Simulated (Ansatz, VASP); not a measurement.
# One calculation of Sn2As, two programs

```
Sn As
1.0
     7.22793    0.00000    0.00000
    -3.61397    6.25957    0.00000
     0.00000    0.00000    5.83518
Sn As
6 3
Direct
  0.36592 0.00000 0.20097
  0.00000 0.36592 0.20097
  0.63408 0.63408 0.20097
  0.00000 0.63408 0.79903
  0.63408 0.00000 0.79903
  0.36592 0.36592 0.79903
  0.33333 0.66667 0.50000
  0.66667 0.33333 0.50000
  0.00000 0.00000 0.00000
```

Alike in both runs: functional PBE; k mesh 3 × 3 × 4; occupations gaussian, width 0.1 eV; no spin polarisation.

Ansatz relaxed the structure, and its values are those at the end. VASP's run is a single point on that final structure, the one shown.

```csv
,VASP,Ansatz
version,VASP 6.6.1,Ansatz 0.2.0
potentials or method,"VASP PAW PBE potentials, release 64 (Sn_d, As), cutoff 520 eV","scalar-relativistic, plane waves, PAW"
valence electrons in the cell,99,129
```

```tsv
	VASP	Ansatz	Ansatz less VASP
gap on the k mesh at the Fermi level (eV)	none	none	-
pressure (GPa)	0.1	0.1	-0.01
```

A gap of «none» marks a metal or a gap that the smearing closes. VASP's potentials hold 99 valence electrons a cell and Ansatz's 129, so a difference there can come from the potentials and not from the codes.
